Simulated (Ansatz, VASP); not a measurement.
## TaN: VASP beside Ansatz

Contents of INCAR:

```
SYSTEM = TaN
PREC = Accurate
ENCUT = 520
EDIFF = 1E-6
ISMEAR = 0
SIGMA = 0.15
LREAL = .False.
LASPH = .True.
NELM = 80
ALGO = Normal
ISIF = 2
LWAVE = .False.
LCHARG = .True.
GGA = PS
LELF = .True.
LVHAR = .True.
NBANDS = 33
```

File KPOINTS:

```
regular mesh
0
Gamma
  12 12 16
  0 0 0
```

POSCAR

```
TaN
1.0
    4.7886822599      0.0000000000      0.0000000000
   -2.3943411300      4.1471204878      0.0000000000
    0.0000000000      0.0000000000      2.9035873944
Ta N
3 3
Direct
    0.0000000000      0.0000000000      0.0000000000
    0.3333333333      0.6666666667      0.5000000000
    0.6666666667      0.3333333333      0.5000000000
    0.5000000000      0.0000000000      0.0000000000
    0.5000000000      0.5000000000      0.0000000000
    0.0000000000      0.5000000000      0.0000000000
```

Input for Ansatz:

```yaml
crystal:
  lattice:
    - [4.7886822599, 0.0, 0.0]
    - [-2.39434113, 4.1471204878, 0.0]
    - [0.0, 0.0, 2.9035873944]
  atoms:
    - { symbol: Ta, position: [0.0, 0.0, 0.0] }
    - { symbol: Ta, position: [0.3333333333, 0.6666666667, 0.5] }
    - { symbol: Ta, position: [0.6666666667, 0.3333333333, 0.5] }
    - { symbol: "N", position: [0.5, 0.0, 0.0] }
    - { symbol: "N", position: [0.5, 0.5, 0.0] }
    - { symbol: "N", position: [0.0, 0.5, 0.0] }
basis:
  ecutwfc: 420
kpoints:
  mp_grid: { grid: [12, 12, 16] }
hamiltonian:
  xc: pbesol
scf:
  occupations: { method: gaussian, width: 0.15 }
output:
  forces: true
  stress: true
  eigenvalues: true
  write_density: true
  write_potential: true
  elf: true
  volumetric_format: npy
```

Change from the starting cell: strain -0.080 along x and y, +0.000 along z, atoms carried along.

Alike in both runs: task single point; functional PBEsol; k mesh 12 × 12 × 16; occupations gaussian, width 0.15 eV; no spin polarisation.

|  | VASP | Ansatz |
| --- | --- | --- |
| version | VASP 6.6.1 | Ansatz 0.2.0 |
| potentials or method | VASP PAW PBE potentials, release 64 (Ta_pv, N), cutoff 520 eV | scalar-relativistic, plane waves, PAW |
| valence electrons in the cell | 48 | 54 |

```csv
,VASP,Ansatz,Ansatz less VASP
gap on the k mesh at the Fermi level (eV),none,none,-
pressure (GPa),68.7,66.4,-2.25
"traceless stress, the component that is largest in VASP (GPa)",-9.72,-10.18,-0.469
```

VASP's potentials were made for PBE, not for PBEsol. A gap of «none» marks a metal or a gap that the smearing closes. Both programs put the cell under a high pressure, so it lies far from rest at this level. VASP's potentials hold 48 valence electrons a cell and Ansatz's 54, so a difference there can come from the potentials and not from the codes.

Neither program's run includes spin-orbit coupling. Noted on VASP's run: the cell as given lies far from equilibrium.
